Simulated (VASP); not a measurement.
Write the native input for VASP 6.6.1 that does the following.

```
Task                   : single point
Functional             : PBE
Potentials or basis    : VASP PAW PBE potentials, release 64 (Mo_sv, P)
Cutoff                 : 520 eV
k mesh                 : 8 × 8 × 8
Occupations            : gaussian, width 0.1 eV
Spin                   : no spin polarisation
Dipole correction      : no
Further INCAR settings : ALGO = Normal; EDIFF = 1e-06; NBANDS = 40
```

The structure of Mo3P4 lies in POSCAR:

```
Mo3P4
1.0
    4.9574121092      0.0000000000      0.0000000000
    0.0000000000      4.9574121092      0.0000000000
    0.0000000000      0.0000000000      4.9574121092
Mo P
3 4
Direct
    0.0000000000      0.0000000000      0.5000000000
    0.5000000000      0.0000000000      0.0000000000
    0.0000000000      0.5000000000      0.0000000000
    0.6952096551      0.3047903449      0.3047903449
    0.3047903449      0.6952096551      0.3047903449
    0.3047903449      0.3047903449      0.6952096551
    0.6952096551      0.6952096551      0.6952096551
```

One way to write it, as run:

INCAR

```
SYSTEM = Mo3P4
ALGO = Normal
EDIFF = 1E-6
ENCUT = 520
GGA = PE
ISIF = 2
ISMEAR = 0
LASPH = .TRUE.
LCHARG = .FALSE.
LREAL = .FALSE.
LWAVE = .FALSE.
NBANDS = 40
NELM = 80
PREC = Accurate
SIGMA = 0.1
```

KPOINTS

```
k-points
0
G
  8 8 8
  0 0 0
```

Potentials or basis: VASP PAW PBE potentials, release 64 (Mo_sv, P).

The run is started by

```bash
$ cat potpaw_PBE.64/Mo_sv/POTCAR potpaw_PBE.64/P/POTCAR > POTCAR
$ mpirun -np 1 vasp_std > vasp.out
```

It gave:

* Pressure: 0.0 GPa
* Band gap on the k mesh: zero (band 31 reaches 9.15 eV, above the bottom of band 32 at 8.09 eV)

Run time: 3.7 min on 1 thread of Intel(R) Xeon(R) Platinum 8488C (Sapphire Rapids), on a shared host, peak memory 0.31 GiB.
